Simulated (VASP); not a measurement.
Write the native input for VASP 6.6.1 that does the following.

```yaml
Task: single point
Functional: PBEsol
Potentials_or_basis: VASP PAW PBE potentials, release 64 (Tc_pv)
Cutoff: 520 eV
k_mesh: 18 × 18 × 18
Occupations: fermi-dirac, width 0.03 eV
Spin: no spin polarisation
Dipole_correction: no
Further_INCAR_settings: ALGO = Normal; EDIFF = 1e-06; NBANDS = 12
```

The structure of Tc lies in POSCAR:

```
Tc
1.0
    0.0000000000      1.9564784529      1.9564784529
    1.9564784529      0.0000000000      1.9564784529
    1.9564784529      1.9564784529      0.0000000000
Tc
1
Direct
    0.0000000000      0.0000000000      0.0000000000
```

This isn't the form of Tc at room conditions, which is hcp.

These files were run (other wordings do the same):

INCAR

```
ALGO     = Normal         # electronic algorithm
EDIFF    = 1E-6           # SCF threshold, eV
ENCUT    = 520            # plane-wave cutoff, eV
GGA      = PS             # functional
ISIF     = 2              # what is computed and relaxed
ISMEAR   = -1             # smearing method
LASPH    = T              # aspherical terms in the spheres
LCHARG   = T              # write CHGCAR
LELF     = T              # ELF
LREAL    = F              # projectors in reciprocal space
LVHAR    = T            
LWAVE    = F              # write WAVECAR
NBANDS   = 12             # bands
NELM     = 60             # most SCF steps
PREC     = Accurate       # precision mode
SIGMA    = 0.03           # smearing width, eV
```

KPOINTS

```
k-points
0
Gamma
  18 18 18
```

Potentials or basis: VASP PAW PBE potentials, release 64 (Tc_pv).

Command:

```sh
$ cat potpaw_PBE.64/Tc_pv/POTCAR > POTCAR
$ mpirun -np 1 vasp_std > vasp.out
```

It gave:

```
Pressure               : -18.2 GPa
Band gap on the k mesh : zero (an odd number of electrons rules out a gap without spin polarisation)
```

Caveat: the cell stands under tension; the PAW data sets were made with another functional, which shifts forces and pressure a little.

Run time: 28 s on 1 thread of Intel Xeon 8259CL, with other jobs on the host, peak memory 0.17 GiB.
